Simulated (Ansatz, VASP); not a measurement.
Two plane-wave programs on Ta3N

```xyz
4
Lattice="3.0322 0.0000 0.0000 -1.5161 2.6260 0.0000 0.0000 0.0000 7.5241" Properties=species:S:1:pos:R:3 pbc="T T T"
Ta    1.5161    0.8753    6.2155
Ta    0.0000    1.7507    1.3087
Ta    0.0000    0.0000    3.7621
N     0.0000    0.0000    0.0000
```

Alike in both runs: task relaxation of cell and atoms; functional PBEsol; k mesh 10 × 10 × 4; occupations fermi-dirac, width 0.05 eV; no spin polarisation; Hubbard terms Ta d U = 6.0 eV.

```csv
,VASP,Ansatz
version,VASP 6.6.1,Ansatz 0.2.0
potentials or method,"VASP PAW PBE potentials, release 64 (Ta_pv, N)",Ansatz PAW
plane-wave cutoff (eV),600,420
valence electrons in the cell,38,44
```

Ansatz gave:

| Property | Result |
| --- | --- |
| gap on the k mesh at the Fermi level, each at its own relaxed structure (eV) | none |
| relaxed volume (Å³/atom) | 14.89 |
| relaxed length of the cell vector where the two differ most in proportion (Å) | 2.996 |

Question: Which values does VASP return?

Answer: gap on the k mesh at the Fermi level, each at its own relaxed structure (eV): none; relaxed volume (Å³/atom): 15.61; relaxed length of the cell vector where the two differ most in proportion (Å): 3.054.

VASP's potentials were made for PBE, not for PBEsol. The programs project onto different local orbitals, so the same U acts differently, and such runs can settle in different states. A gap of «none» marks a metal or a gap that the smearing closes. VASP's potentials hold 38 valence electrons a cell and Ansatz's 44, so a difference there can come from the potentials and not from the codes.

Neither program's run includes spin-orbit coupling. Noted on Ansatz's run: the plane-wave basis is chosen anew once the cell has moved, so the energies of steps on either side of that aren't comparable.
